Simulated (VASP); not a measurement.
# Al: single point with PBE

Al:

```
Al
1.0
     0.00000    3.06210    3.06210
     3.06210    0.00000    3.06210
     3.06210    3.06210    0.00000
Al
2
Direct
  0.00000 0.00000 0.00000
  0.25000 0.25000 0.25000
```

This isn't the form of Al at room conditions, which is fcc.

```yaml
Program: VASP 6.6.1
Task: single point
Functional: PBE
Potentials_or_basis: VASP PAW PBE potentials, release 64 (Al)
Cutoff: 500 eV
k_mesh: 16 × 16 × 16
Occupations: fermi-dirac, width 0.0612256 eV
Spin: no spin polarisation
Dipole_correction: no
Further_INCAR_settings: ALGO = Normal; EDIFF = 1e-06; NBANDS = 10
```

| Item | Value |
| --- | --- |
| Pressure | -1.3 GPa |
| Band gap on the k mesh | zero (bands 3 and 4 overlap by 3.34 eV) |

Levels at points of the mesh, in eV from the Fermi level:
| k point | band 1 | band 2 | band 3 | band 4 | band 5 | band 6 | band 7 | band 8 |
| --- | --- | --- | --- | --- | --- | --- | --- | --- |
| (0.00, 0.00, 0.00) | -7.69 | 2.04 | 2.04 | 2.04 | 3.88 | 3.88 | 3.88 | 4.78 |
| (0.50, 0.00, 0.00) | -5.76 | -3.74 | 1.05 | 1.05 | 3.05 | 4.35 | 4.35 | 7.46 |
| (0.50, 0.50, 0.00) | -4.31 | -4.31 | -0.37 | -0.37 | 2.12 | 2.12 | 10.22 | 10.22 |

Wall time 62 s on 1 thread of Intel Xeon 8259CL, with other jobs on the host, peak memory 0.2 GiB.
